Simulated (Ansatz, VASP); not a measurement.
One calculation of Au, two programs

INCAR

```
SYSTEM = Au
  PREC = Accurate
  ENCUT = 520
  EDIFF = 1E-6
  ISMEAR = 0
  SIGMA = 0.15
  LREAL = .False.
  LASPH = .True.
  NELM = 60
  ALGO = Fast
  ISIF = 2
  LWAVE = .False.
  LCHARG = .False.
  GGA = PS
  NBANDS = 30
```

File KPOINTS:

```
regular mesh
0
Gamma
  17 17 5
  0 0 0
```

The input POSCAR:

```
Au
1.0
   -1.6572690000      1.6572690000     -1.6572690000
   -1.6572690000     -1.6572690000      1.6572690000
    0.0000000000      9.8110565153      9.8110565153
Au
4
Direct
    0.0000000000      0.0000000000      0.5912147678
    0.5000000000      0.5000000000      0.0844592525
    0.0000000000      0.0000000000      0.2533777576
    0.5000000000      0.5000000000      0.4222962627
```

Input for Ansatz:

```yaml
crystal:
  lattice:
    - [-1.657269, 1.657269, -1.657269]
    - [-1.657269, -1.657269, 1.657269]
    - [0.0, 9.8110565153, 9.8110565153]
  atoms:
    - { symbol: Au, position: [0.0, 0.0, 0.5912147678] }
    - { symbol: Au, position: [0.5, 0.5, 0.0844592525] }
    - { symbol: Au, position: [0.0, 0.0, 0.2533777576] }
    - { symbol: Au, position: [0.5, 0.5, 0.4222962627] }
basis:
  ecutwfc: 420
kpoints:
  mp_grid: { grid: [17, 17, 5] }
hamiltonian:
  xc: pbesol
scf:
  occupations: { method: gaussian, width: 0.15 }
output:
  forces: true
  stress: true
  eigenvalues: true
  write_density: true
  write_potential: true
  elf: true
  volumetric_format: npy
```

Alike in both runs: task single point; functional PBEsol; k mesh 17 × 17 × 5; occupations gaussian, width 0.15 eV; no spin polarisation.

|  | VASP | Ansatz |
| --- | --- | --- |
| version | VASP 6.6.1 | Ansatz 0.2.0 |
| potentials or method | VASP PAW PBE potentials, release 64 (Au), cutoff 520 eV | scalar-relativistic, plane waves, PAW |
| valence electrons in the cell | 44 | 76 |

|  | VASP | Ansatz | Ansatz less VASP |
| --- | --- | --- | --- |
| gap on the k mesh at the Fermi level (eV) | none | none | - |
| rms of the force components (eV/Å) | 0.185 | 0.183 | -0.0020 |

VASP's potentials were made for PBE, not for PBEsol. Atom by atom the forces differ by 0.002 eV/Å (rms over components). A gap of «none» marks a metal or a gap that the smearing closes. VASP's potentials hold 44 valence electrons a cell and Ansatz's 76, so a difference there can come from the potentials and not from the codes. Ansatz's warnings: xc potential rough in thin density.

Neither program's run includes spin-orbit coupling.
